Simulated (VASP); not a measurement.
# PbS (Fm-3m) in VASP: a series of runs

Runs on PbS. Level: LDA. Tasks: single point.

Program: VASP 6.6.1. These are calculated values, not measurements. Logs are shortened: lines on timing, memory, paths and dates and some standing lists are left out, and cuts for length are marked.

## 1. The cell of the first run

Symmetry: Fm-3m, No. 225, cubic system. Conventional cell: a = 5.930 Å, b = 5.930 Å, c = 5.930 Å, α = 90.00°, β = 90.00°, γ = 90.00°. Pb (site symmetry m-3m) has 6 S at 2.96 Å within 3.9 Å. S (site symmetry m-3m) has 6 Pb at 2.96 Å within 3.9 Å.

## 2. Single point, LDA

INCAR reads:

```
PREC     = Accurate       # precision mode
ENCUT    = 520            # plane-wave cutoff, eV
EDIFF    = 1E-7           # SCF threshold, eV
ISMEAR   = -1             # smearing method
SIGMA    = 0.01           # smearing width, eV
LREAL    = F              # projectors in reciprocal space
LASPH    = T              # aspherical terms in the spheres
NELM     = 100            # most SCF steps
ALGO     = Normal         # electronic algorithm
ISIF     = 2              # what is computed and relaxed
LWAVE    = F              # write WAVECAR
LCHARG   = F              # write CHGCAR
GGA      = CA             # functional
NBANDS   = 17             # bands
```

KPOINTS reads:

```
regular mesh
0
Gamma
  7 7 7
```

POSCAR reads:

```
PbS
1.0
    0.0000000000      2.9650000000      2.9650000000
    2.9650000000      0.0000000000      2.9650000000
    2.9650000000      2.9650000000      0.0000000000
Pb S
1 1
Direct
    0.0000000000      0.0000000000      0.0000000000
    0.5000000000      0.5000000000      0.5000000000
```

Potentials or basis: VASP PAW LDA potentials, release 64 (Pb_d, S).

Command:

```sh
$ cat potpaw_LDA.64/Pb_d/POTCAR potpaw_LDA.64/S/POTCAR > POTCAR
$ mpirun -np 1 vasp_std > vasp.out
```

OUTCAR:

```text
PREC = Accurate
   ENCUT = 520
   EDIFF = 1E-7
   ISMEAR = -1
   LREAL = F
   LASPH = T
   NELM = 100
   ISIF = 2
   GGA = CA

 ion  position               nearest neighbor table
   1  0.000  0.000  0.000-   2 2.96   2 2.96   2 2.96   2 2.96   2 2.96   2 2.96
   2  0.500  0.500  0.500-   1 2.96   1 2.96   1 2.96   1 2.96   1 2.96   1 2.96

  LATTYP: Found a face centered cubic cell.
 ALAT       =     5.9300000000

  Lattice vectors:

 A1 = (   0.0000000000,   2.9650000000,   2.9650000000)
 A2 = (   2.9650000000,   0.0000000000,   2.9650000000)
 A3 = (   2.9650000000,   2.9650000000,   0.0000000000)

Analysis of symmetry for initial positions (statically):
=====================================================================
 Subroutine PRICEL returns:
 Original cell was already a primitive cell.

 Routine SETGRP: Setting up the symmetry group for a
 face centered cubic supercell.

 Subroutine GETGRP returns: Found 48 space group operations
 (whereof 48 operations were pure point group operations)
 out of a pool of 48 trial point group operations.

The static configuration has the point symmetry O_h .

Analysis of symmetry for dynamics (positions and initial velocities):
=====================================================================
 Subroutine PRICEL returns:
 Original cell was already a primitive cell.

 Routine SETGRP: Setting up the symmetry group for a
 face centered cubic supercell.

 Subroutine GETGRP returns: Found 48 space group operations
 (whereof 48 operations were pure point group operations)
 out of a pool of 48 trial point group operations.

The dynamic configuration has the point symmetry O_h .

 Subroutine INISYM returns: Found 48 space group operations
 (whereof 48 operations are pure point group operations),
 and found     1 'primitive' translations

----------------------------------------------------------------------------------------

                                     Primitive cell

  volume of cell :      52.1320

  direct lattice vectors                    reciprocal lattice vectors
     0.000000000  2.965000000  2.965000000    -0.168634064  0.168634064  0.168634064
     2.965000000  0.000000000  2.965000000     0.168634064 -0.168634064  0.168634064
     2.965000000  2.965000000  0.000000000     0.168634064  0.168634064 -0.168634064

  length of vectors
     4.193143212  4.193143212  4.193143212     0.292082767  0.292082767  0.292082767

  position of ions in fractional coordinates (direct lattice)
     0.000000000  0.000000000  0.000000000
     0.500000000  0.500000000  0.500000000

  ion indices of the primitive-cell ions
   primitive index   ion index
                 1           1
                 2           2

----------------------------------------------------------------------------------------

 KPOINTS: regular mesh

Automatic generation of k-mesh.
 Grid dimensions read from file:
 generate k-points for:    7    7    7

 Generating k-lattice:

  Cartesian coordinates                     Fractional coordinates (reciprocal lattice)
    -0.024090581  0.024090581  0.024090581     0.142857143  0.000000000  0.000000000
     0.024090581 -0.024090581  0.024090581     0.000000000  0.142857143  0.000000000
     0.024090581  0.024090581 -0.024090581     0.000000000  0.000000000  0.142857143

  Length of vectors
     0.041726110  0.041726110  0.041726110

  Shift w.r.t. Gamma in fractional coordinates (k-lattice)
     0.000000000  0.000000000  0.000000000

 Subroutine IBZKPT returns following result:
 ===========================================

 Found     20 irreducible k-points:

 Following reciprocal coordinates:
            Coordinates               Weight
  0.000000  0.000000  0.000000      1.000000
  0.142857  0.000000  0.000000      8.000000
  0.285714  0.000000  0.000000      8.000000
  0.428571  0.000000  0.000000      8.000000
  0.142857  0.142857  0.000000      6.000000
  0.285714  0.142857  0.000000     24.000000
[... 12 lines left out ...]
 -0.428571  0.428571  0.142857     24.000000
 -0.285714  0.428571  0.142857     24.000000
   k-points           NKPTS =     20   k-points in BZ     NKDIM =     20   number of bands    NBANDS=     17
   number of dos      NEDOS =    301   number of ions     NIONS =      2
   total plane-waves  NPLWV =  32768
   dimension x,y,z NGX =    32 NGY =   32 NGZ =   32
   dimension x,y,z NGXF=    64 NGYF=   64 NGZF=   64
   ions per type =               1   1
   NGX,Y,Z   is equivalent  to a cutoff of  12.69, 12.69, 12.69 a.u.
   NGXF,Y,Z  is equivalent  to a cutoff of  25.37, 25.37, 25.37 a.u.
 SYSTEM =  unknown system
   PREC   = accura    normal or accurate (medium, high low for compatibility)
   ISTART =      0    job   : 0-new  1-cont  2-samecut
   ICHARG =      2    charge: 1-file 2-atom 10-const
   ISPIN  =      1    spin polarized calculation?
   LNONCOLLINEAR =      F non collinear calculations
   LSORBIT =      F    spin-orbit coupling
   LASPH  =      T    aspherical Exc in radial PAW
   ENCUT  =  520.0 eV  38.22 Ry    6.18 a.u.   7.80  7.80  7.80*2*pi/ulx,y,z
   NELM   =    100;   NELMIN=  2; NELMDL= -5     # of ELM steps
   EDIFF  = 0.1E-06   stopping-criterion for ELM
   LREAL  =      F    real-space projection
   EDIFFG = 0.1E-05   stopping-criterion for IOM
   NSW    =      0    number of steps for IOM
   IBRION =     -1    ionic relax: 0-MD 1-quasi-New 2-CG
   NFREE  =      0    steps in history (QN), initial steepest desc. (CG)
   ISIF   =      2    stress and relaxation
   ISYM   =      2    0-nonsym 1-usesym 2-fastsym
   POTIM  = 0.5000    time-step for ionic-motion
   TEBEG  =    0.0;   TEEND  =   0.0 temperature during run
   PSTRESS=    0.0 pullay stress
   NELECT =      20.0000    total number of electrons
   NUPDOWN=      -1.0000    fix difference up-down
   EMIN   =  10.00;   EMAX   =-10.00  energy-range for DOS
   EFERMI =   0.00;   METHOD = LEGACY
   ISMEAR =    -1;   SIGMA  =   0.01  broadening in eV -4-tet -1-fermi 0-gaus
   EFERMI_NEDOS =   21; number of points for ismear=-14 and -15
   IALGO  =     38    algorithm
   IMIX   =      4    mixing-type and parameters
     AMIX     =   0.40;   BMIX     =  1.00
     AMIX_MAG =   1.60;   BMIX_MAG =  1.00
  volume/ion in A,a.u.               =      26.07       175.90
  Fermi-wavevector in a.u.,A,eV,Ry     =   1.189552  2.247928 19.252709  1.415034
  Thomas-Fermi vector in A             =   2.325657
   LORBIT       =      0    0 simple, 1 ext, 2 COOP (PROOUT), +10 PAW based schemes
   GGA     = CA    functional components
   LHFCALC =     F    Hartree Fock is set to
   AEXX    =    0.0000 exact exchange contribution
   IVDW    =     0    specifies the selected vdW correction
   LEPSILON=     F    determine dielectric tensor
   LRPA    =     F    only Hartree local field effects (RPA)
 non-spin polarized calculation
  energy-cutoff  :      520.00
  volume of cell :       52.13
 maximum number of plane-waves:      1418
   NGX = 15   NGY = 15   NGZ = 15

 number of electron      19.9999998 magnetization

 Free energy of the ion-electron system (eV)
  ---------------------------------------------------
  ext. energy  EPLUGINS =         0.00000000
  ---------------------------------------------------
  free energy    TOTEN  =        -9.98524020 eV

  energy without entropy =       -9.98524020  energy(sigma->0) =       -9.98524020

 E-fermi :   5.5659     XC(G=0): -10.0333

 val. band max:        5.3073872642   @ k =   0.4286   0.0000   0.0000
 cond. band min:       6.1815107558   @ k =   0.4286   0.0000   0.0000
 fundamental gap:      0.8741234916
 Fermi energy:         5.5659490414

 k-point     1 :       0.0000    0.0000    0.0000
  band No.  band energies     occupation
      1     -11.1725      2.00000
      2     -11.1725      2.00000
      3     -11.1725      2.00000
      4     -11.1636      2.00000
      5     -11.1636      2.00000
      6      -7.9739      2.00000
[... 9 lines left out ...]
     16      12.2479      0.00000
     17      14.0389      0.00000

 k-point     2 :       0.1429    0.0000    0.0000
  band No.  band energies     occupation
      1     -11.1723      2.00000
      2     -11.1723      2.00000
      3     -11.1717      2.00000
      4     -11.1609      2.00000
      5     -11.1609      2.00000
      6      -7.7966      2.00000
[... 9 lines left out ...]
     16      12.7148      0.00000
     17      15.5560      0.00000

 k-point     3 :       0.2857    0.0000    0.0000
  band No.  band energies     occupation
      1     -11.1845      2.00000
      2     -11.1845      2.00000
      3     -11.1702      2.00000
      4     -11.1419      2.00000
      5     -11.1419      2.00000
      6      -7.3166      2.00000
[... 9 lines left out ...]
     16      13.7979      0.00000
     17      17.7445      0.00000

 k-point     4 :       0.4286    0.0000    0.0000
  band No.  band energies     occupation
      1     -11.1949      2.00000
      2     -11.1949      2.00000
      3     -11.1697      2.00000
      4     -11.1260      2.00000
      5     -11.1260      2.00000
      6      -6.7822      2.00000
[... 9 lines left out ...]
     16      15.2743      0.00000
     17      16.5705      0.00000
[... 263 lines left out ...]
      1     -11.2407      2.00000
      2     -11.1748      2.00000
      3     -11.1613      2.00000
      4     -11.1409      2.00000
      5     -11.1218      2.00000
      6      -6.4724      2.00000
[... 9 lines left out ...]
     16      16.1777      0.00000
     17      17.1823      0.00000

 k-point    19 :      -0.4286    0.4286    0.1429
  band No.  band energies     occupation
      1     -11.2846      2.00000
      2     -11.1821      2.00000
      3     -11.1533      2.00000
      4     -11.1270      2.00000
      5     -11.1128      2.00000
      6      -6.3138      2.00000
[... 9 lines left out ...]
     16      17.2121      0.00000
     17      17.6519      0.00000

 k-point    20 :      -0.2857    0.4286    0.1429
  band No.  band energies     occupation
      1     -11.2701      2.00000
      2     -11.1666      2.00000
      3     -11.1592      2.00000
      4     -11.1455      2.00000
      5     -11.1130      2.00000
      6      -6.2394      2.00000
[... 9 lines left out ...]
     16      17.2961      0.00000
     17      17.9255      0.00000

------------------------ aborting loop because EDIFF is reached ----------------------------------------

  FORCE on cell =-STRESS in cart. coord.  units (eV):
  Direction    XX          YY          ZZ          XY          YZ          ZX
  --------------------------------------------------------------------------------------
  -------------------------------------------------------------------------------------
  Total       -0.8372506     -0.8372506     -0.8372506     -0.0000000      0.0000000      0.0000000
  in kB      -25.7313124    -25.7313124    -25.7313124     -0.0000000      0.0000000      0.0000000
  external PRESSURE =     -25.7313124 kB  Pullay stress =       0.0000000 kB

 VOLUME and BASIS-vectors are now :
 -----------------------------------------------------------------------------
  energy-cutoff  :      520.00
  volume of cell :       52.13
      direct lattice vectors                 reciprocal lattice vectors
     0.000000000  2.965000000  2.965000000    -0.168634064  0.168634064  0.168634064
     2.965000000  0.000000000  2.965000000     0.168634064 -0.168634064  0.168634064
     2.965000000  2.965000000  0.000000000     0.168634064  0.168634064 -0.168634064

 POSITION                                       TOTAL-FORCE (eV/Angst)
 -----------------------------------------------------------------------------------
      0.00000      0.00000      0.00000         0.000000      0.000000      0.000000
      2.96500      2.96500      2.96500         0.000000     -0.000000     -0.000000
 -----------------------------------------------------------------------------------
    total drift:                                0.000000     -0.000000     -0.000000

  FREE ENERGIE OF THE ION-ELECTRON SYSTEM (eV)
  ---------------------------------------------------
  free  energy   TOTEN  =        -9.9852402033 eV

  energy  without entropy=       -9.9852402033  energy(sigma->0) =       -9.98524020
```

Run time: 15 s. Hardware: 1 thread of Intel Xeon 8259CL, shared host; peak memory 0.16 GiB.

What came out:

* Free energy: -9.9852 eV
* Pressure: -2.6 GPa

Caveat: this odd mesh misses L, where the gap lies, so gap, dielectric constants and Born charges aren't listed; spin-orbit coupling is left out, which moves the levels of the heavy elements.

## 3. Single point, LDA (volume scaled by 0.98)

INCAR reads:

```
SYSTEM = PbS
PREC = Accurate
ENCUT = 520
EDIFF = 1E-7
ISMEAR = -1
SIGMA = 0.01
LREAL = .False.
LASPH = .True.
NELM = 80
ALGO = Normal
ISIF = 2
LWAVE = .False.
LCHARG = .False.
GGA = CA
NBANDS = 17
```

KPOINTS reads:

```
Automatic mesh
0
Gamma
  7 7 7
  0 0 0
```

POSCAR reads:

```
PbS
1.0
    0.0000000000      2.9451000715      2.9451000715
    2.9451000715      0.0000000000      2.9451000715
    2.9451000715      2.9451000715      0.0000000000
Pb S
1 1
Direct
    0.0000000000      0.0000000000      0.0000000000
    0.5000000000      0.5000000000      0.5000000000
```

Potentials or basis: VASP PAW LDA potentials, release 64 (Pb_d, S).

Command:

```sh
$ cat potpaw_LDA.64/Pb_d/POTCAR potpaw_LDA.64/S/POTCAR > POTCAR
$ mpirun -np 1 vasp_std > vasp.out
```

It took 16 s on 1 thread of Intel Xeon 8259CL, shared host; peak memory 0.16 GiB.

The run converged. Its results:

- Free energy: -9.9979 eV
- Pressure: -1.4 GPa

Levels at points of the mesh, in eV from the Fermi level:
| k point | band 6 | band 7 | band 8 | band 9 | band 10 | band 11 | band 12 | band 13 | band 14 | band 15 |
| --- | --- | --- | --- | --- | --- | --- | --- | --- | --- | --- |
| (0.00, 0.00, 0.00) | -13.73 | -6.01 | -2.23 | -2.23 | -2.23 | 5.17 | 5.17 | 5.17 | 6.63 | 6.63 |

Caveat: this odd mesh misses L, where the gap lies, so gap, dielectric constants and Born charges aren't listed; spin-orbit coupling is left out, which moves the levels of the heavy elements.

## 4. Single point, LDA (volume scaled by 0.99)

INCAR reads:

```
ALGO = Normal ; EDIFF = 1E-6
ENCUT = 520 ; ISIF = 2
ISMEAR = -1 ; LASPH = T
LCHARG = F ; LREAL = F
LWAVE = F ; NBANDS = 17
NELM = 60 ; PREC = Accurate
SIGMA = 0.01
```

KPOINTS reads:

```
k-points
0
Gamma
  7 7 7
```

POSCAR reads:

```
PbS
1.0
    0.0000000000      2.9550835380      2.9550835380
    2.9550835380      0.0000000000      2.9550835380
    2.9550835380      2.9550835380      0.0000000000
Pb S
1 1
Direct
    0.0000000000      0.0000000000      0.0000000000
    0.5000000000      0.5000000000      0.5000000000
```

Command:

```sh
$ cat potpaw_LDA.64/Pb_d/POTCAR potpaw_LDA.64/S/POTCAR > POTCAR
$ mpirun -np 1 vasp_std > vasp.out
```

Wall time 15 s (1 thread of Intel Xeon 8259CL, shared host); peak memory 0.16 GiB.

It converged, with:

```
Free energy : -9.9925 eV
Pressure    : -2.0 GPa
```

Levels at points of the mesh, in eV from the Fermi level:
```
           k point  band 7  band 8  band 9  band 10  band 11  band 12  band 13  band 14
(0.00, 0.00, 0.00)   -6.06   -2.21   -2.21    -2.21     5.11     5.11     5.11     6.62
```

Caveat: this odd mesh misses L, where the gap lies, so gap, dielectric constants and Born charges aren't listed; spin-orbit coupling is left out, which moves the levels of the heavy elements.

## 5. Single point, LDA (volume scaled by 1.01)

INCAR reads:

```
SYSTEM = PbS
  PREC = Accurate
  ENCUT = 520
  EDIFF = 1E-6
  ISMEAR = -1
  SIGMA = 0.01
  LREAL = .False.
  LASPH = .True.
  NELM = 60
  ALGO = Normal
  ISIF = 2
  LWAVE = .False.
  LCHARG = .False.
  GGA = CA
  NBANDS = 17
```

KPOINTS reads:

```
Automatic mesh
0
Gamma
  7 7 7
  0 0 0
```

POSCAR reads:

```
PbS
1.0
    0.0000000000      2.9748505707      2.9748505707
    2.9748505707      0.0000000000      2.9748505707
    2.9748505707      2.9748505707      0.0000000000
Pb S
1 1
Direct
    0.0000000000      0.0000000000      0.0000000000
    0.5000000000      0.5000000000      0.5000000000
```

Command:

```sh
$ cat potpaw_LDA.64/Pb_d/POTCAR potpaw_LDA.64/S/POTCAR > POTCAR
$ mpirun -np 1 vasp_std > vasp.out
```

Wall time 20 s (1 thread of Intel Xeon 8259CL, shared host); peak memory 0.16 GiB.

Results (log left out):

```
Free energy : -9.9763 eV
Pressure    : -3.1 GPa
```

Levels at points of the mesh, in eV from the Fermi level:
```tsv
k point	band 6	band 7	band 8	band 9	band 10	band 11	band 12	band 13	band 14	band 15
(0.00, 0.00, 0.00)	-13.43	-6.04	-2.06	-2.06	-2.06	5.10	5.10	5.10	6.73	6.73
```

Caveat: this odd mesh misses L, where the gap lies, so gap, dielectric constants and Born charges aren't listed; spin-orbit coupling is left out, which moves the levels of the heavy elements.

(Continued in part 2 of 2.)
